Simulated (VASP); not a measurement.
Set up this calculation in VASP 6.6.1, as the native input.

```
Task                   : single point
Functional             : PBE
Potentials or basis    : VASP PAW PBE potentials, release 64 (Mg, I)
Cutoff                 : 520 eV
k mesh                 : 8 × 8 × 8
Occupations            : fermi-dirac, width 0.02 eV
Spin                   : no spin polarisation
Dipole correction      : no
Further INCAR settings : ALGO = Normal; EDIFF = 1e-06; NBANDS = 15
```

The structure of MgI2 lies in POSCAR:

```
MgI2
1.0
    2.0274773790      1.1705646105      7.3642549727
   -2.0274773790      1.1705646105      7.3642549727
    0.0000000000     -2.3411292211      7.3642549727
Mg I
1 2
Direct
   -0.0000077192     -0.0000077192     -0.0000077192
    0.4168126133      0.4168126133      0.4168126133
    0.2498617726      0.2498617726      0.2498617726
```

This cell differs from its parent crystal: uniaxial z strain +1.5%.

The input as run:

INCAR

```
  PREC = Accurate
  ENCUT = 520
  EDIFF = 1E-6
  ISMEAR = -1
  SIGMA = 0.02
  LREAL = False
  LASPH = True
  NELM = 80
  ALGO = Normal
  ISIF = 2
  LWAVE = False
  LCHARG = False
  GGA = PE
  NBANDS = 15
```

KPOINTS

```
regular mesh
0
Gamma
  8 8 8
```

Potentials or basis: VASP PAW PBE potentials, release 64 (Mg, I).

Run with:

```sh
$ cat potpaw_PBE.64/Mg/POTCAR potpaw_PBE.64/I/POTCAR > POTCAR
$ mpirun -np 1 vasp_std > vasp.out
```

Results of the run:

- Pressure: 0.9 GPa
- Largest force: 0.008 eV/Å
- Band gap on the k mesh: 2.75 eV, indirect (least direct gap 2.85 eV)

Caveat: the cell differs from its parent crystal (uniaxial z strain +1.5%); spin-orbit coupling is left out, which moves the levels of the heavy elements.

Wall time 8.4 min on 1 thread of Oxide Virtual Turin-like Processor (shared host), peak memory 0.48 GiB.
